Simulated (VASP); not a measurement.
# Hg (P-1) in VASP: single point with PBE

Aim: the single point of Hg with PBE.

Everything below comes from runs of VASP 6.6.1. Logs are shortened: lines on timing, memory, paths and dates and some standing lists are left out, and cuts for length are marked.

## Step 1: The cell of the first run

The typed cell holds 3 atoms: a = 3.321 Å, b = 3.410 Å, c = 8.295 Å, α = 95.86°, β = 96.63°, γ = 115.57°.

## Step 2: Single point, PBE

Contents of INCAR:

```
SYSTEM = Hg
ALGO     = Fast           ! electronic algorithm
EDIFF    = 1E-6           ! SCF threshold, eV
ENCUT    = 520            ! plane-wave cutoff, eV
GGA      = PE             ! functional
ISIF     = 2              ! what is computed and relaxed
ISMEAR   = -1             ! smearing method
LASPH    = .TRUE.         ! aspherical terms in the spheres
LCHARG   = .TRUE.         ! write CHGCAR
LELF     = .TRUE.         ! ELF
LREAL    = .FALSE.        ! projectors in reciprocal space
LVHAR    = .TRUE.       
LWAVE    = .FALSE.        ! write WAVECAR
NBANDS   = 25             ! bands
NELM     = 100            ! most SCF steps
PREC     = Accurate       ! precision mode
SIGMA    = 0.05           ! smearing width, eV
```

Contents of KPOINTS:

```
k-points
0
G
  9 9 4
  0 0 0
```

Contents of POSCAR:

```
Hg
1.0
    3.3205578694      0.0000000000      0.0000000000
   -1.4721436807      3.0761348998      0.0000000000
   -0.9583293978     -1.3972993748      8.1206091033
Hg
3
Direct
    0.0000000000      0.0000000000      0.0000000000
    0.4139298800      0.2585777100      0.6647421900
    0.5860701200      0.7414222900      0.3352578100
```

Potentials or basis: VASP PAW PBE potentials, release 64 (Hg).

Started as:

```sh
> cat potpaw_PBE.64/Hg/POTCAR > POTCAR
> mpirun -np 1 vasp_std > vasp.out
```

OUTCAR:

```text
SYSTEM = Hg
   EDIFF = 1E-6
   ENCUT = 520
   GGA = PE
   ISIF = 2
   ISMEAR = -1
   LASPH = .TRUE.
   LREAL = .FALSE.
   NELM = 100
   PREC = Accurate

 ion  position               nearest neighbor table
   1  0.000  0.000  0.000-   2 3.28   3 3.28   3 3.31   2 3.31   2 3.61   3 3.61
   2  0.414  0.259  0.665-   1 3.28   3 3.31   1 3.31   3 3.34   3 3.35   1 3.61
   3  0.586  0.741  0.335-   1 3.28   2 3.31   1 3.31   2 3.34   2 3.35   1 3.61

  LATTYP: Found a triclinic cell.
 ALAT       =     3.3205578694
 B/A-ratio  =     1.0807719895
 C/A-ratio  =     2.5814531301
 COS(alpha) =     0.0022135860
 COS(beta)  =     0.2755793060
 COS(gamma) =     0.5150556549

  Lattice vectors:

 A1 = (   3.3205578694,   0.0000000000,   0.0000000000)
 A2 = (   1.8484141887,   3.0761348998,   0.0000000000)
 A3 = (   2.3622284716,  -1.3972993748,   8.1206091033)

Analysis of symmetry for initial positions (statically):
=====================================================================
 Subroutine PRICEL returns:
 Original cell was already a primitive cell.

 Routine SETGRP: Setting up the symmetry group for a
 triclinic supercell.

 Subroutine GETGRP returns: Found  2 space group operations
 (whereof  2 operations were pure point group operations)
 out of a pool of  2 trial point group operations.

The static configuration has the point symmetry S_2 .

Analysis of symmetry for dynamics (positions and initial velocities):
=====================================================================
 Subroutine PRICEL returns:
 Original cell was already a primitive cell.

 Routine SETGRP: Setting up the symmetry group for a
 triclinic supercell.

 Subroutine GETGRP returns: Found  2 space group operations
 (whereof  2 operations were pure point group operations)
 out of a pool of  2 trial point group operations.

The dynamic configuration has the point symmetry S_2 .

 Subroutine INISYM returns: Found  2 space group operations
 (whereof  2 operations are pure point group operations),
 and found     1 'primitive' translations

----------------------------------------------------------------------------------------

                                     Primitive cell

  volume of cell :      82.9478

  direct lattice vectors                    reciprocal lattice vectors
     3.320557869  0.000000000  0.000000000     0.301154215  0.144123158  0.060338840
    -1.472143681  3.076134900  0.000000000     0.000000000  0.325083273  0.055936525
    -0.958329398 -1.397299375  8.120609103     0.000000000  0.000000000  0.123143472

  length of vectors
     3.320557869  3.410251155  8.295488713     0.339272931  0.329860620  0.123143472

  position of ions in fractional coordinates (direct lattice)
     0.000000000  0.000000000  0.000000000
     0.413929880  0.258577710  0.664742190
     0.586070120  0.741422290  0.335257810

  ion indices of the primitive-cell ions
   primitive index   ion index
                 1           1
                 2           2
                 3           3

----------------------------------------------------------------------------------------

 KPOINTS: k-points

Automatic generation of k-mesh.
 Grid dimensions read from file:
 generate k-points for:    9    9    4

 Generating k-lattice:

  Cartesian coordinates                     Fractional coordinates (reciprocal lattice)
     0.033461579  0.016013684  0.006704316     0.111111111 -0.000000000  0.000000000
     0.000000000  0.036120364  0.006215169     0.000000000  0.111111111  0.000000000
     0.000000000  0.000000000  0.030785868     0.000000000  0.000000000  0.250000000

  Length of vectors
     0.037696992  0.036651180  0.030785868

  Shift w.r.t. Gamma in fractional coordinates (k-lattice)
     0.000000000  0.000000000  0.000000000

 Subroutine IBZKPT returns following result:
 ===========================================

 Found    163 irreducible k-points:

 Following reciprocal coordinates:
            Coordinates               Weight
  0.000000  0.000000  0.000000      1.000000
  0.111111 -0.000000  0.000000      2.000000
  0.222222  0.000000  0.000000      2.000000
  0.333333  0.000000  0.000000      2.000000
  0.444444  0.000000  0.000000      2.000000
  0.000000  0.111111 -0.000000      2.000000
[... 16 lines left out ...]
 -0.111111  0.222222  0.000000      2.000000
  0.000000  0.333333  0.000000      2.000000
 [... further k-points ...]
   k-points           NKPTS =    163   k-points in BZ     NKDIM =    163   number of bands    NBANDS=     25
   number of dos      NEDOS =    301   number of ions     NIONS =      3
   total plane-waves  NPLWV =  50176
   dimension x,y,z NGX =    28 NGY =   28 NGZ =   64
   dimension x,y,z NGXF=    56 NGYF=   56 NGZF=  128
   ions per type =               3
   NGX,Y,Z   is equivalent  to a cutoff of  14.02, 13.65, 12.83 a.u.
   NGXF,Y,Z  is equivalent  to a cutoff of  28.04, 27.30, 25.65 a.u.
 SYSTEM =  Hg
   PREC   = accura    normal or accurate (medium, high low for compatibility)
   ISTART =      0    job   : 0-new  1-cont  2-samecut
   ICHARG =      2    charge: 1-file 2-atom 10-const
   ISPIN  =      1    spin polarized calculation?
   LNONCOLLINEAR =      F non collinear calculations
   LSORBIT =      F    spin-orbit coupling
   LASPH  =      T    aspherical Exc in radial PAW
   ENCUT  =  520.0 eV  38.22 Ry    6.18 a.u.   6.17  6.34 15.42*2*pi/ulx,y,z
   NELM   =    100;   NELMIN=  2; NELMDL= -5     # of ELM steps
   EDIFF  = 0.1E-05   stopping-criterion for ELM
   LREAL  =      F    real-space projection
[... 7 lines left out ...]
   TEBEG  =    0.0;   TEEND  =   0.0 temperature during run
   PSTRESS=    0.0 pullay stress
   NELECT =      36.0000    total number of electrons
   NUPDOWN=      -1.0000    fix difference up-down
   EMIN   =  10.00;   EMAX   =-10.00  energy-range for DOS
   EFERMI =   0.00;   METHOD = LEGACY
   ISMEAR =    -1;   SIGMA  =   0.05  broadening in eV -4-tet -1-fermi 0-gaus
   EFERMI_NEDOS =   21; number of points for ismear=-14 and -15
   IALGO  =     68    algorithm
   IMIX   =      4    mixing-type and parameters
     AMIX     =   0.40;   BMIX     =  1.00
     AMIX_MAG =   1.60;   BMIX_MAG =  1.00
  volume/ion in A,a.u.               =      27.65       186.59
  Fermi-wavevector in a.u.,A,eV,Ry     =   1.239483  2.342284 20.902884  1.536319
  Thomas-Fermi vector in A             =   2.373965
   LORBIT       =      0    0 simple, 1 ext, 2 COOP (PROOUT), +10 PAW based schemes
   GGA     = PE    functional components
   LHFCALC =     F    Hartree Fock is set to
   AEXX    =    0.0000 exact exchange contribution
   IVDW    =     0    specifies the selected vdW correction
   LEPSILON=     F    determine dielectric tensor
   LRPA    =     F    only Hartree local field effects (RPA)
 non-spin polarized calculation
 RMM-DIIS sequential band-by-band and
  energy-cutoff  :      520.00
  volume of cell :       82.95
 maximum number of plane-waves:      2251
 NGX is ok and might be reduce to    28
   NGX = 13   NGY = 13   NGZ = 31

 number of electron      36.0000006 magnetization

 Free energy of the ion-electron system (eV)
  ---------------------------------------------------
  ext. energy  EPLUGINS =         0.00000000
  ---------------------------------------------------
  free energy    TOTEN  =        -0.51716906 eV

  energy without entropy =       -0.51014536  energy(sigma->0) =       -0.51365721

 E-fermi :   1.3918     XC(G=0):  -9.9967

 val. band max:        1.3743225302   @ k =   0.4444   0.3333   0.5000
 cond. band min:       1.3936994113   @ k =   0.4444   0.3333   0.2500
 fundamental gap:      0.0193768811
 Fermi energy:         1.3917670467

 k-point     1 :       0.0000    0.0000    0.0000
  band No.  band energies     occupation
      1      -6.2529      2.00000
      2      -5.5096      2.00000
      3      -5.4749      2.00000
      4      -5.1393      2.00000
      5      -5.0913      2.00000
      6      -5.0423      2.00000
[... 17 lines left out ...]
     24      13.1268      0.00000
     25      14.4055      0.00000

 k-point     2 :       0.1111   -0.0000    0.0000
  band No.  band energies     occupation
      1      -6.0162      2.00000
      2      -5.4145      2.00000
      3      -5.3393      2.00000
      4      -5.1184      2.00000
      5      -5.0854      2.00000
      6      -4.9738      2.00000
[... 17 lines left out ...]
     24      12.0169      0.00000
     25      13.5511      0.00000

 k-point     3 :       0.2222    0.0000    0.0000
  band No.  band energies     occupation
      1      -5.4922      2.00000
      2      -5.3477      2.00000
      3      -5.1830      2.00000
      4      -5.1059      2.00000
      5      -5.0508      2.00000
      6      -4.9947      2.00000
[... 17 lines left out ...]
     24      10.7343      0.00000
     25      11.3910      0.00000

 k-point     4 :       0.3333    0.0000    0.0000
  band No.  band energies     occupation
      1      -5.4611      2.00000
      2      -5.4224      2.00000
      3      -5.3232      2.00000
      4      -5.2091      2.00000
      5      -5.1481      2.00000
      6      -4.9755      2.00000
[... 17 lines left out ...]
     24       9.1341      0.00000
     25      10.8763      0.00000
[... 477 lines left out ...]
 k-point    22 :      -0.2222    0.2222   -0.0000
  band No.  band energies     occupation
      1      -5.5379      2.00000
      2      -5.2068      2.00000
      3      -5.1836      2.00000
      4      -5.0544      2.00000
      5      -5.0074      2.00000
      6      -4.9646      2.00000
[... 17 lines left out ...]
     24       9.8046      0.00000
     25       9.9706      0.00000

 k-point    23 :      -0.1111    0.2222    0.0000
  band No.  band energies     occupation
      1      -5.6300      2.00000
      2      -5.2759      2.00000
      3      -5.2198      2.00000
      4      -5.0949      2.00000
      5      -5.0495      2.00000
      6      -5.0146      2.00000
[... 17 lines left out ...]
     24      11.7851      0.00000
     25      12.2555      0.00000

 k-point    24 :       0.0000    0.3333    0.0000
  band No.  band energies     occupation
      1      -5.5147      2.00000
      2      -5.4448      2.00000
      3      -5.4000      2.00000
      4      -5.2434      2.00000
      5      -5.1972      2.00000
      6      -5.0409      2.00000
[... 17 lines left out ...]
     24      10.2322      0.00000
     25      10.5827      0.00000

 [... further k-points ...]
[... 5 lines left out ...]
  --------------------------------------------------------------------------------------
  -------------------------------------------------------------------------------------
  Total        0.4064989      0.4598442      0.4682123      0.0650995     -0.0215565      0.0046572
  in kB        7.8517224      8.8821115      9.0437453      1.2574280     -0.4163742      0.0899570
  external PRESSURE =       8.5925264 kB  Pullay stress =       0.0000000 kB

 VOLUME and BASIS-vectors are now :
 -----------------------------------------------------------------------------
  energy-cutoff  :      520.00
  volume of cell :       82.95
      direct lattice vectors                 reciprocal lattice vectors
     3.320557869  0.000000000  0.000000000     0.301154215  0.144123158  0.060338840
    -1.472143681  3.076134900  0.000000000     0.000000000  0.325083273  0.055936525
    -0.958329398 -1.397299375  8.120609103     0.000000000  0.000000000  0.123143472

 POSITION                                       TOTAL-FORCE (eV/Angst)
 -----------------------------------------------------------------------------------
      0.00000      0.00000      0.00000        -0.000000     -0.000000      0.000000
      0.35677     -0.13342      5.39811        -0.007362      0.022664      0.012178
      0.53331      1.81226      2.72250         0.007362     -0.022664     -0.012178
 -----------------------------------------------------------------------------------
    total drift:                               -0.000000      0.000000      0.000000

  FREE ENERGIE OF THE ION-ELECTRON SYSTEM (eV)
  ---------------------------------------------------
  free  energy   TOTEN  =        -0.5171690558 eV

  energy  without entropy=       -0.5101453561  energy(sigma->0) =       -0.51365721
```

It took 4.5 min on 1 thread of Intel Xeon Platinum 8259CL at 2.50GHz (Skylake/Cascade Lake), shared host; peak memory 0.39 GiB.

What came out:

| Quantity | Value |
| --- | --- |
| Free energy | -0.5172 eV |
| Pressure | 0.9 GPa |
| Largest force | 0.027 eV/Å |
| Band gap on the k mesh | zero (bands 18 and 19 overlap by 1.13 eV) |

Forces in eV/Å, atoms in the order of the input:
```
Hg   0.000  0.000  0.000
Hg  -0.007  0.023  0.012
Hg   0.007 -0.023 -0.012
```

Levels at points of the mesh, in eV from the Fermi level:
| k point | band 14 | band 15 | band 16 | band 17 | band 18 | band 19 | band 20 | band 21 | band 22 | band 23 |
| --- | --- | --- | --- | --- | --- | --- | --- | --- | --- | --- |
| (0.00, 0.00, 0.00) | -5.69 | -5.65 | -5.57 | -4.57 | -4.51 | 3.80 | 3.87 | 10.37 | 10.59 | 11.50 |
| (0.00, 0.00, 0.50) | -5.84 | -5.74 | -5.61 | -5.41 | -1.37 | -0.59 | 9.53 | 9.68 | 9.71 | 11.07 |

Caveat: spin-orbit coupling is left out, which moves the levels of the heavy elements.
